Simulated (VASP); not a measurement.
A run of VASP 6.6.1 is set up as follows.

Contents of POSCAR:

```
LiF
1.0
    0.0000000000      1.9948691892      1.9948691892
    1.9948691892      0.0000000000      1.9948691892
    1.9948691892      1.9948691892      0.0000000000
Li F
1 1
Direct
    0.0000000000      0.0000000000      0.0000000000
    0.5000000000      0.5000000000      0.5000000000
```

Contents of INCAR.step1:

```
SYSTEM = LiF
PREC = Accurate ; ENCUT = 520
EDIFF = 1E-5 ; ISMEAR = 0
SIGMA = 0.01 ; LREAL = .FALSE.
LASPH = .TRUE. ; NELM = 80
ALGO = Normal ; ISIF = 2
LWAVE = .TRUE. ; LCHARG = .FALSE.
NBANDS = 12 ; GGA = PE
```

File INCAR.step2:

```
SYSTEM = LiF
PREC = Accurate ; ENCUT = 520
EDIFF = 1E-6 ; ISMEAR = 0
SIGMA = 0.01 ; LREAL = .FALSE.
LASPH = .TRUE. ; NELM = 80
ALGO = Normal ; ISIF = 2
LWAVE = .FALSE. ; LCHARG = .FALSE.
GGA = PE ; LHFCALC = .TRUE.
AEXX = 0.25 ; PRECFOCK = Normal
NBANDS = 12 ; ISTART = 1
```

Contents of KPOINTS:

```
regular mesh
0
G
  8 8 8
  0 0 0
```

Potentials or basis: VASP PAW PBE potentials, release 64 (Li_sv, F).

Command:

```bash
$ cat potpaw_PBE.64/Li_sv/POTCAR potpaw_PBE.64/F/POTCAR > POTCAR
$ cp INCAR.step1 INCAR
$ mpirun -np 1 vasp_std > vasp.out
$ cp INCAR.step2 INCAR
$ mpirun -np 1 vasp_std > vasp.out
```

Estimate the band gap on the k mesh.

12.43 eV.

 A k mesh can miss the band edges.
